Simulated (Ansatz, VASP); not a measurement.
**One calculation of BAs, two programs**

```
B As
1.0
     0.00000    2.38850    2.34073
     2.38850    0.00000    2.34073
     2.38850    2.38850    0.00000
B As
1 1
Direct
  0.00000 0.00000 0.00000
  0.75000 0.75000 0.75000
```

Change from the starting cell: zz strain of -2 %.

Alike in both runs: task single point; functional PBE; k mesh 15 × 15 × 15; occupations fermi-dirac, width 0.03 eV; no spin polarisation.

|  | VASP | Ansatz |
| --- | --- | --- |
| version | VASP 6.6.1 | Ansatz 0.2.0 |
| potentials or method | VASP PAW PBE potentials, release 64 (B, As), cutoff 520 eV | all-electron LAPW, scalar-relativistic |

|  | VASP | Ansatz | Ansatz less VASP |
| --- | --- | --- | --- |
| pressure (GPa) | 6.5 | 5.7 | -0.77 |
| traceless stress, the component that is largest in VASP (GPa) | 2.74 | 2.75 | +0.018 |

Ansatz ran all-electron here, and VASP with PAW potentials.
